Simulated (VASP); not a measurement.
# Al6N6O (a cell with a defect) in VASP: further runs

Runs on Al6N6O (a cell with a defect). Level: LDA. Tasks: single point.

Program: VASP 6.6.1. These are calculated values, not measurements. Logs are shortened: lines on timing, memory, paths and dates and some standing lists are left out, and cuts for length are marked.

## Step 1: The cell of the first run

The cell holds a defect, 13 atoms: a = 5.350 Å, b = 5.350 Å, c = 5.829 Å, α = 62.68°, β = 62.68°, γ = 60.00°.

## Step 2: Single point, LDA

INCAR reads:

```
SYSTEM = Al6N6O
ALGO = Normal
EDIFF = 1E-6
ENCUT = 520
ISIF = 2
ISMEAR = 0
LASPH = .TRUE.
LCHARG = .FALSE.
LREAL = .FALSE.
LWAVE = .FALSE.
NBANDS = 39
NELECT = 56.0
NELM = 100
PREC = Accurate
SIGMA = 0.05
```

KPOINTS reads:

```
k-points
0
G
  6 6 4
  0 0 0
```

POSCAR reads:

```
Al6N6O
1.0
   -4.6329859423     -2.6748556809      0.0000000000
   -4.6329859423      2.6748556809      0.0000000000
   -3.0886572949      0.0000000000     -4.9430255845
Al N O
6 6 1
Direct
    0.3338353479      0.0005020146      0.9984939562
    0.0005020146      0.6671686813      0.9984939562
    0.6671686813      0.3338353479      0.9984939562
    0.5005020146      0.8338353479      0.4984939562
    0.1671686813      0.5005020146      0.4984939562
    0.8338353479      0.1671686813      0.4984939562
    0.4611646521      0.1278313187      0.6165060438
    0.1278313187      0.7944979854      0.6165060438
    0.7944979854      0.4611646521      0.6165060438
    0.6278313187      0.9611646521      0.1165060438
    0.2944979854      0.6278313187      0.1165060438
    0.9611646521      0.2944979854      0.1165060438
    0.2504442021      0.7505020146      0.7484939562
```

Potentials or basis: VASP PAW LDA potentials, release 64 (Al, N, O).

The run is started by

```
cat potpaw_LDA.64/Al/POTCAR potpaw_LDA.64/N/POTCAR potpaw_LDA.64/O/POTCAR > POTCAR
mpirun -np 1 vasp_std > vasp.out
```

OUTCAR:

```text
SYSTEM = Al6N6O
   EDIFF = 1E-6
   ENCUT = 520
   ISIF = 2
   ISMEAR = 0
   LASPH = .TRUE.
   LREAL = .FALSE.
   NELECT = 56.0
   NELM = 100
   PREC = Accurate

 ion  position               nearest neighbor table
   1  0.334  0.001  0.998-  12 1.88  11 1.88  10 1.88   7 1.89  13 2.66   5 3.05   5 3.05   6 3.05
                             6 3.05   4 3.05   4 3.05   3 3.09   2 3.09   2 3.09   3 3.09   2 3.09
   2  0.001  0.667  0.998-  13 1.52  11 1.88  10 1.88  12 1.88   8 1.89   4 3.05   4 3.05   6 3.05
                             6 3.05   5 3.05   5 3.05   3 3.09   1 3.09   3 3.09   1 3.09   1 3.09
   3  0.667  0.334  0.998-  10 1.88  11 1.88  12 1.88   9 1.89  13 2.66   6 3.05   6 3.05   4 3.05
                             5 3.05   4 3.05   5 3.05   1 3.09   2 3.09   2 3.09   1 3.09   1 3.09
   4  0.501  0.834  0.498-  13 1.52   9 1.88   8 1.88   7 1.88  10 1.89   2 3.05   2 3.05   3 3.05
                             3 3.05   1 3.05   1 3.05   6 3.09   5 3.09   5 3.09   6 3.09   5 3.09
   5  0.167  0.501  0.498-   8 1.88   7 1.88   9 1.88  11 1.89  13 2.66   1 3.05   1 3.05   3 3.05
                             3 3.05   2 3.05   2 3.05   6 3.09   4 3.09   6 3.09   4 3.09   4 3.09
   6  0.834  0.167  0.498-   7 1.88   8 1.88   9 1.88  12 1.89  13 2.66   3 3.05   3 3.05   1 3.05
                             2 3.05   1 3.05   2 3.05   4 3.09   5 3.09   5 3.09   4 3.09   4 3.09
   7  0.461  0.128  0.617-   6 1.88   5 1.88   4 1.88   1 1.89
   8  0.128  0.794  0.617-  13 1.10   5 1.88   6 1.88   4 1.88   2 1.89
   9  0.794  0.461  0.617-   4 1.88   5 1.88   6 1.88   3 1.89
  10  0.628  0.961  0.117-   3 1.88   2 1.88   1 1.88   4 1.89
  11  0.294  0.628  0.117-   2 1.88   3 1.88   1 1.88   5 1.89
  12  0.961  0.294  0.117-   1 1.88   2 1.88   3 1.88   6 1.89
  13  0.250  0.751  0.748-   8 1.10   2 1.52   4 1.52   5 2.66   6 2.66   1 2.66   3 2.66

  LATTYP: Found a trigonal (rhomboedric) cell.
 ALAT       =     5.8286624378
 COS(alpha) =     0.5787956019

  Lattice vectors:

 A1 = (   1.5443286474,   2.6748556809,  -4.9430255845)
 A2 = (   1.5443286474,  -2.6748556809,  -4.9430255845)
 A3 = (  -3.0886572949,   0.0000000000,  -4.9430255845)

Analysis of symmetry for initial positions (statically):
=====================================================================
 Subroutine PRICEL returns:
 Original cell was already a primitive cell.

 Routine SETGRP: Setting up the symmetry group for a
 trigonal (rhombohedral) supercell.

 Subroutine GETGRP returns: Found  1 space group operations
 (whereof  1 operations were pure point group operations)
 out of a pool of 12 trial point group operations.

The static configuration has the point symmetry C_1 .

Analysis of symmetry for dynamics (positions and initial velocities):
=====================================================================
 Subroutine PRICEL returns:
 Original cell was already a primitive cell.

 Routine SETGRP: Setting up the symmetry group for a
 trigonal (rhombohedral) supercell.

 Subroutine GETGRP returns: Found  1 space group operations
 (whereof  1 operations were pure point group operations)
 out of a pool of 12 trial point group operations.

The dynamic configuration has the point symmetry C_1 .

 Subroutine INISYM returns: Found  1 space group operations
 (whereof  1 operations are pure point group operations),
 and found     1 'primitive' translations

----------------------------------------------------------------------------------------

                                     Primitive cell

  volume of cell :     122.5136

  direct lattice vectors                    reciprocal lattice vectors
    -4.632985942 -2.674855681  0.000000000    -0.107921761 -0.186925973  0.067435082
    -4.632985942  2.674855681  0.000000000    -0.107921761  0.186925973  0.067435082
    -3.088657295  0.000000000 -4.943025584     0.000000000  0.000000000 -0.202305245

  length of vectors
     5.349711362  5.349711362  5.828662438     0.226132518  0.226132518  0.202305245

  position of ions in fractional coordinates (direct lattice)
     0.333835348  0.000502015  0.998493956
     0.000502015  0.667168681  0.998493956
     0.667168681  0.333835348  0.998493956
     0.500502015  0.833835348  0.498493956
     0.167168681  0.500502015  0.498493956
     0.833835348  0.167168681  0.498493956
     0.461164652  0.127831319  0.616506044
     0.127831319  0.794497985  0.616506044
     0.794497985  0.461164652  0.616506044
     0.627831319  0.961164652  0.116506044
     0.294497985  0.627831319  0.116506044
     0.961164652  0.294497985  0.116506044
     0.250444202  0.750502015  0.748493956

[... 57 lines left out ...]
      ... skipping the blow-up phase ...

 Subroutine IBZKPT returns following result:
 ===========================================

 Found     76 irreducible k-points:

 Following reciprocal coordinates:
            Coordinates               Weight
  0.000000  0.000000  0.000000      1.000000
  0.166667  0.000000  0.000000      2.000000
  0.333333  0.000000  0.000000      2.000000
  0.500000  0.000000 -0.000000      1.000000
  0.000000  0.166667  0.000000      2.000000
  0.166667  0.166667  0.000000      2.000000
[... 16 lines left out ...]
  0.333333  0.000000  0.250000      2.000000
  0.500000  0.000000  0.250000      2.000000
 [... further k-points ...]
   k-points           NKPTS =     76   k-points in BZ     NKDIM =     76   number of bands    NBANDS=     39
   number of dos      NEDOS =    301   number of ions     NIONS =     13
   total plane-waves  NPLWV =  76800
   dimension x,y,z NGX =    40 NGY =   40 NGZ =   48
   dimension x,y,z NGXF=    80 NGYF=   80 NGZF=   96
   ions per type =               6   6   1
   NGX,Y,Z   is equivalent  to a cutoff of  12.43, 12.43, 13.69 a.u.
   NGXF,Y,Z  is equivalent  to a cutoff of  24.86, 24.86, 27.38 a.u.
 SYSTEM =  Al6N6O
   PREC   = accura    normal or accurate (medium, high low for compatibility)
   ISTART =      0    job   : 0-new  1-cont  2-samecut
   ICHARG =      2    charge: 1-file 2-atom 10-const
   ISPIN  =      1    spin polarized calculation?
   LNONCOLLINEAR =      F non collinear calculations
   LSORBIT =      F    spin-orbit coupling
   LASPH  =      T    aspherical Exc in radial PAW
   ENCUT  =  520.0 eV  38.22 Ry    6.18 a.u.   9.95  9.95 10.84*2*pi/ulx,y,z
   NELM   =    100;   NELMIN=  2; NELMDL= -5     # of ELM steps
   EDIFF  = 0.1E-05   stopping-criterion for ELM
   LREAL  =      F    real-space projection
   EDIFFG = 0.1E-04   stopping-criterion for IOM
   NSW    =      0    number of steps for IOM
   IBRION =     -1    ionic relax: 0-MD 1-quasi-New 2-CG
   NFREE  =      0    steps in history (QN), initial steepest desc. (CG)
   ISIF   =      2    stress and relaxation
   ISYM   =      2    0-nonsym 1-usesym 2-fastsym
   POTIM  = 0.5000    time-step for ionic-motion
   TEBEG  =    0.0;   TEEND  =   0.0 temperature during run
   PSTRESS=    0.0 pullay stress
   NELECT =      56.0000    total number of electrons
   NUPDOWN=      -1.0000    fix difference up-down
   EMIN   =  10.00;   EMAX   =-10.00  energy-range for DOS
   EFERMI =   0.00;   METHOD = LEGACY
   ISMEAR =     0;   SIGMA  =   0.05  broadening in eV -4-tet -1-fermi 0-gaus
   EFERMI_NEDOS =   21; number of points for ismear=-14 and -15
   IALGO  =     38    algorithm
   IMIX   =      4    mixing-type and parameters
     AMIX     =   0.40;   BMIX     =  1.00
     AMIX_MAG =   1.60;   BMIX_MAG =  1.00
  volume/ion in A,a.u.               =       9.42        63.60
  Fermi-wavevector in a.u.,A,eV,Ry     =   1.261080  2.383096 21.637669  1.590324
  Thomas-Fermi vector in A             =   2.394558
   LORBIT       =      0    0 simple, 1 ext, 2 COOP (PROOUT), +10 PAW based schemes
   GGA     = CA    functional components
   LHFCALC =     F    Hartree Fock is set to
   AEXX    =    0.0000 exact exchange contribution
   IVDW    =     0    specifies the selected vdW correction
   LEPSILON=     F    determine dielectric tensor
   LRPA    =     F    only Hartree local field effects (RPA)
 non-spin polarized calculation
 Gauss-broadening in eV      SIGMA  =   0.05
  energy-cutoff  :      520.00
  volume of cell :      122.51
 maximum number of plane-waves:      3316
   NGX = 19   NGY = 19   NGZ = 21

 number of electron      55.9999999 magnetization

 Free energy of the ion-electron system (eV)
  ---------------------------------------------------
  ext. energy  EPLUGINS =         0.00000000
  ---------------------------------------------------
  free energy    TOTEN  =       -71.93793486 eV

  energy without entropy =      -71.93657095  energy(sigma->0) =      -71.93725290

 E-fermi :  11.9480     XC(G=0): -11.8588

 val. band max:       11.9312424703   @ k =  -0.1667   0.1667   0.2500
 cond. band min:      11.9680998313   @ k =   0.1667   0.1667   0.0000
 fundamental gap:      0.0368573610
 Fermi energy:        11.9480357625

 k-point     1 :       0.0000    0.0000    0.0000
  band No.  band energies     occupation
      1     -21.0626      2.00000
      2      -8.4673      2.00000
      3      -6.8162      2.00000
      4      -6.3928      2.00000
      5      -6.0787      2.00000
      6      -5.8964      2.00000
[... 997 lines left out ...]
     38      16.2194      0.00000
     39      16.9018      0.00000

 [... further k-points ...]

------------------------ aborting loop because EDIFF is reached ----------------------------------------

  FORCE on cell =-STRESS in cart. coord.  units (eV):
  Direction    XX          YY          ZZ          XY          YZ          ZX
  --------------------------------------------------------------------------------------
  -------------------------------------------------------------------------------------
  Total       55.2341868     37.6264172     75.6202025     15.2627433      3.2357885      5.6829830
  in kB      722.3278423    492.0613546    988.9269825    199.5992897     42.3161867     74.3194946
  external PRESSURE =     734.4387265 kB  Pullay stress =       0.0000000 kB

 VOLUME and BASIS-vectors are now :
 -----------------------------------------------------------------------------
  energy-cutoff  :      520.00
  volume of cell :      122.51
      direct lattice vectors                 reciprocal lattice vectors
    -4.632985942 -2.674855681  0.000000000    -0.107921761 -0.186925973  0.067435082
    -4.632985942  2.674855681  0.000000000    -0.107921761  0.186925973  0.067435082
    -3.088657295  0.000000000 -4.943025584     0.000000000  0.000000000 -0.202305245

 POSITION                                       TOTAL-FORCE (eV/Angst)
 -----------------------------------------------------------------------------------
     -4.63299     -0.89162     -4.93558         0.158166     -0.154888      0.090456
     -6.17731      1.78324     -4.93558         3.911521      2.469768     -8.658126
     -7.72164     -0.89162     -4.93558        -0.145536     -0.060236      0.274891
     -7.72164      0.89162     -2.46407        -6.446356     -3.665600      8.032738
     -4.63299      0.89162     -2.46407         0.433208      0.173263      0.772184
     -6.17731     -1.78324     -2.46407         0.424397      0.249820      0.339572
     -4.63299     -0.89162     -3.04741        -1.055985      0.187827     -0.345972
     -6.17731      1.78324     -3.04741        22.522155     12.942815     19.672049
     -7.72164     -0.89162     -3.04741        -0.393876     -0.908876     -0.089745
     -7.72164      0.89162     -0.57589        -0.108887      0.065290     -0.032348
     -4.63299      0.89162     -0.57589        -1.769058     -1.220983     -4.175956
     -6.17731     -1.78324     -0.57589        -0.084160      0.082339     -0.253415
     -6.94921      1.33758     -3.69982       -17.445589    -10.160539    -15.626328
 -----------------------------------------------------------------------------------
    total drift:                                0.000500      0.000134     -0.001650

  FREE ENERGIE OF THE ION-ELECTRON SYSTEM (eV)
  ---------------------------------------------------
  free  energy   TOTEN  =       -71.9379348578 eV

  energy  without entropy=      -71.9365709462  energy(sigma->0) =      -71.93725290
```

Wall time 7.5 min (1 thread of Intel Xeon Platinum 8488C (Sapphire Rapids), shared host); peak memory 0.39 GiB.

What came out:

```yaml
Free_energy: -71.9379 eV
Largest_force: 32.585 eV/Å
```

Forces in eV/Å, atoms in the order of the input:
```
Al    0.158  -0.155   0.090
Al    3.912   2.470  -8.658
Al   -0.146  -0.060   0.275
Al   -6.446  -3.666   8.033
Al    0.433   0.173   0.772
Al    0.424   0.250   0.340
N    -1.056   0.188  -0.346
N    22.522  12.943  19.672
N    -0.394  -0.909  -0.090
N    -0.109   0.065  -0.032
N    -1.769  -1.221  -4.176
N    -0.084   0.082  -0.253
O   -17.446 -10.161 -15.626
```

Levels at points of the mesh, in eV from the Fermi level:
| k point | band 26 | band 27 | band 28 | band 29 | band 30 | band 31 |
| --- | --- | --- | --- | --- | --- | --- |
| (0.00, 0.00, 0.00) | -4.79 | -4.46 | -1.00 | 0.42 | 0.88 | 1.54 |
| (0.50, 0.00, 0.00) | -5.22 | -4.61 | -0.24 | 0.15 | 0.75 | 1.30 |
| (0.00, 0.50, 0.00) | -5.19 | -4.30 | -0.92 | 0.02 | 1.07 | 1.29 |
| (0.50, 0.50, 0.00) | -5.35 | -4.64 | -0.17 | 0.53 | 0.87 | 0.99 |
| (0.00, 0.00, 0.50) | -4.99 | -4.54 | -0.41 | 0.30 | 0.78 | 1.26 |
| (0.50, 0.00, 0.50) | -4.90 | -4.44 | -0.39 | 0.29 | 0.68 | 1.10 |
| (0.00, 0.50, 0.50) | -4.48 | -4.27 | -0.34 | 0.20 | 0.94 | 1.08 |
| (0.50, 0.50, 0.50) | -4.97 | -4.28 | -0.27 | 0.09 | 0.42 | 1.13 |

Caveat: the cell carries a net charge on a neutralising background, which shifts energy and pressure; the cell is charged against a uniform background, so pressure and absolute levels hang on convention; the standard files for N, O and F lose accuracy on very short bonds.

## Step 3: Single point, LDA

INCAR reads:

```
PREC = Accurate
ENCUT = 520
EDIFF = 1E-6
ISMEAR = 0
SIGMA = 0.05
LREAL = F
LASPH = T
NELM = 80
ALGO = Normal
ISIF = 2
LWAVE = F
LCHARG = T
GGA = CA
LELF = T
LVHAR = T
NBANDS = 39
NELECT = 56.0
```

KPOINTS reads:

```
regular mesh
0
Gamma
  6 6 4
```

Edit POSCAR of step 2 so:

```diff
@@ -20,2 +20,2 @@
     0.9611646521      0.2944979854      0.1165060438
-    0.2504442021      0.7505020146      0.7484939562
+    0.5421108688      0.4171686813      0.4984939562
```

Potentials or basis: VASP PAW LDA potentials, release 64 (Al, N, O).

The run is started by

```
cat potpaw_LDA.64/Al/POTCAR potpaw_LDA.64/N/POTCAR potpaw_LDA.64/O/POTCAR > POTCAR
mpirun -np 1 vasp_std > vasp.out
```

Wall time 8.4 min (1 thread of Intel Xeon Platinum 8488C (Sapphire Rapids), shared host); peak memory 0.4 GiB.

Results (log left out):

```yaml
Free_energy: -77.1553 eV
Largest_force: 18.914 eV/Å
```

Forces on the atoms (eV/Å):
```
Al    0.856  -0.203   1.295
Al   -0.077   0.039   0.725
Al   -0.634   0.067   0.966
Al    1.233  -0.834  -0.883
Al   -0.815  -0.250  -0.410
Al   -2.174 -10.998  -0.007
N    11.455  -4.991  -5.747
N     0.198   3.780  -1.009
N    -6.814  -2.674  -2.437
N    -0.348   0.416   0.251
N     1.109   0.007  -0.528
N    -0.336  -1.578   0.861
O    -3.654  17.219   6.922
```

Levels at points of the mesh, in eV from the Fermi level:
| k point | band 26 | band 27 | band 28 | band 29 | band 30 | band 31 |
| --- | --- | --- | --- | --- | --- | --- |
| (0.00, 0.00, 0.00) | -4.42 | -3.31 | -0.44 | -0.16 | 1.11 | 1.99 |
| (0.50, 0.00, 0.00) | -3.57 | -2.88 | -0.40 | 0.40 | 0.69 | 1.81 |
| (0.00, 0.50, 0.00) | -4.22 | -3.03 | -0.13 | 0.06 | 0.77 | 1.65 |
| (0.50, 0.50, 0.00) | -4.32 | -3.09 | -0.03 | 0.66 | 1.17 | 1.56 |
| (0.00, 0.00, 0.50) | -4.22 | -3.28 | -0.20 | 0.24 | 1.11 | 1.87 |
| (0.50, 0.00, 0.50) | -3.97 | -2.85 | -0.40 | 0.53 | 0.96 | 1.50 |
| (0.00, 0.50, 0.50) | -3.93 | -3.10 | -0.04 | 0.61 | 1.05 | 1.53 |
| (0.50, 0.50, 0.50) | -4.40 | -3.30 | -0.02 | 0.08 | 0.81 | 1.73 |

Caveat: the cell carries a net charge on a neutralising background, which shifts energy and pressure; the cell is charged against a uniform background, so pressure and absolute levels hang on convention.
